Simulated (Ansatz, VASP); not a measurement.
**One calculation of Ti, two programs**

Contents of POSCAR:

```
Ti
1.0
    3.0384977962      0.0000000000      0.0000000000
   -1.5192488981      2.6314162809      0.0000000000
    0.0000000000      0.0000000000      4.6157100000
Ti
2
Direct
    0.3333333333      0.6666666667      0.2500000000
    0.6666666667      0.3333333333      0.7500000000
```

INCAR.step1

```
  ALGO = Normal
  EDIFF = 1E-4
  ENCUT = 520
  GGA = PE
  ISMEAR = 0
  LASPH = True
  LCHARG = False
  LREAL = False
  LWAVE = True
  NBANDS = 19
  NELM = 60
  PREC = Accurate
  SIGMA = 0.15
```

INCAR.step2

```
  ALGO = Normal
  EDIFF = 1E-6
  ENCUT = 520
  ISIF = 2
  ISMEAR = 0
  ISTART = 1
  LASPH = True
  LCHARG = True
  LELF = True
  LMIXTAU = True
  LREAL = False
  LVHAR = True
  LWAVE = False
  METAGGA = R2SCAN
  NBANDS = 19
  NELM = 60
  PREC = Accurate
  SIGMA = 0.15
```

Contents of KPOINTS:

```
k-points
0
Gamma
  18 18 10
```

Input for Ansatz:

```yaml
crystal:
  lattice:
    - [3.0384977962, 0.0, 0.0]
    - [-1.5192488981, 2.6314162809, 0.0]
    - [0.0, 0.0, 4.61571]
  atoms:
    - { symbol: Ti, position: [0.3333333333, 0.6666666667, 0.25] }
    - { symbol: Ti, position: [0.6666666667, 0.3333333333, 0.75] }
basis:
  ecutwfc: 500
kpoints:
  mp_grid: { grid: [18, 18, 10] }
hamiltonian:
  xc: r2scan
scf:
  occupations: { method: gaussian, width: 0.15 }
output:
  forces: true
  stress: true
  eigenvalues: true
```

Change from the starting cell: strain +0.030 along x and y, -0.015 along z, atoms carried along.

Alike in both runs: task single point; functional r2SCAN; k mesh 18 × 18 × 10; occupations gaussian, width 0.15 eV; no spin polarisation.

|  | VASP | Ansatz |
| --- | --- | --- |
| version | VASP 6.6.1 | Ansatz 0.2.0 |
| potentials or method | VASP PAW PBE potentials, release 64 (Ti_sv), cutoff 520 eV | scalar-relativistic, plane waves, PAW |
| valence electrons in the cell | 24 | 24 |

VASP gave:

| Property | Result |
| --- | --- |
| gap on the k mesh at the Fermi level (eV) | none |
| pressure (GPa) | -6.4 |
| traceless stress, the component that is largest in VASP (GPa) | 2.88 |

Problem. Estimate Ansatz's values.

Solution. gap on the k mesh at the Fermi level (eV): none; pressure (GPa): -6.7; traceless stress, the component that is largest in VASP (GPa): 2.87.

VASP's potentials were made for PBE, not for r2SCAN. A gap of «none» marks a metal or a gap that the smearing closes. The functional is the same, so the differences come from potentials, cutoffs and numerics.
